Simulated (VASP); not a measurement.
Here is a VASP 6.6.1 calculation.

The input INCAR:

```
ALGO = Fast ; EDIFF = 1E-6
ENCUT = 520 ; GGA = PE
ISIF = 2 ; ISMEAR = 0
ISYM = 0 ; LASPH = True
LCHARG = True ; LELF = True
LREAL = False ; LVHAR = True
LWAVE = False ; NBANDS = 10
NELM = 100 ; PREC = Accurate
SIGMA = 0.1
```

The input KPOINTS:

```
k-points
0
Gamma
  9 9 16
```

Contents of POSCAR:

```
Al
1.0
    3.8482904239      0.0000000000      0.0047199140
    0.0000000000      3.8482933184      0.0000000000
   -1.9215165400      0.0000000000      2.1308580725
Al
2
Direct
    0.0000000000      0.0000000000      0.0000000000
    0.5000000000      0.5000000000      0.0000000000
```

Potentials or basis: VASP PAW PBE potentials, release 64 (Al).

Run with:

```bash
$ cat potpaw_PBE.64/Al/POTCAR > POTCAR
$ mpirun -np 1 vasp_std > vasp.out
```

Question: Predict the pressure.

Answer: 4.6 GPa.

Question: What does it give for the band gap on the k mesh?

Answer: Zero (bands 3 and 4 overlap by 10.44 eV).

Stress tensor (GPa, compression positive):
```
 6.83  0.00  0.03
 0.00  6.93  0.00
 0.03  0.00 -0.03
```

Caveat: the cell stands under pressure.
